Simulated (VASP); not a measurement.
Write the native input for VASP 6.6.1 that does the following.

```yaml
Task: single point
Functional: LDA
Potentials_or_basis: VASP PAW LDA potentials, release 64 (C)
Cutoff: 520 eV
k_mesh: 9 × 9 × 9
Occupations: gaussian, width 0.02 eV
Spin: no spin polarisation
Dipole_correction: no
Further_INCAR_settings: ALGO = Normal; EDIFF = 1e-06; NBANDS = 11
```

The structure of C lies in POSCAR:

```
C
1.0
    1.5718550000      0.9075110000      5.1016200000
   -1.5718550000      0.9075110000      5.1016200000
    0.0000000000     -1.8150220000      5.1016200000
C
2
Direct
    0.7490670000      0.7490670000      0.7490670000
    0.2509330000      0.2509330000      0.2509330000
```

The input as run:

INCAR

```
SYSTEM = C
ALGO     = Normal         ! electronic algorithm
EDIFF    = 1E-6           ! SCF threshold, eV
ENCUT    = 520            ! plane-wave cutoff, eV
GGA      = CA             ! functional
ISIF     = 2              ! what is computed and relaxed
ISMEAR   = 0              ! smearing method
LASPH    = .True.         ! aspherical terms in the spheres
LCHARG   = .False.        ! write CHGCAR
LREAL    = .False.        ! projectors in reciprocal space
LWAVE    = .False.        ! write WAVECAR
NBANDS   = 11             ! bands
NELM     = 100            ! most SCF steps
PREC     = Accurate       ! precision mode
SIGMA    = 0.02           ! smearing width, eV
```

KPOINTS

```
k-points
0
Gamma
  9 9 9
  0 0 0
```

Potentials or basis: VASP PAW LDA potentials, release 64 (C).

Launch:

```bash
$ cat potpaw_LDA.64/C/POTCAR > POTCAR
$ mpirun -np 1 vasp_std > vasp.out
```

It gave:

```
Pressure               : -21.5 GPa
Largest force          : 0.149 eV/Å
Band gap on the k mesh : zero (band 4 reaches 0.12 eV, above the bottom of band 5 at -2.39 eV)
```

Run time: 110 s on 1 thread of AMD EPYC 7R13, with other jobs on the host, peak memory 0.16 GiB.
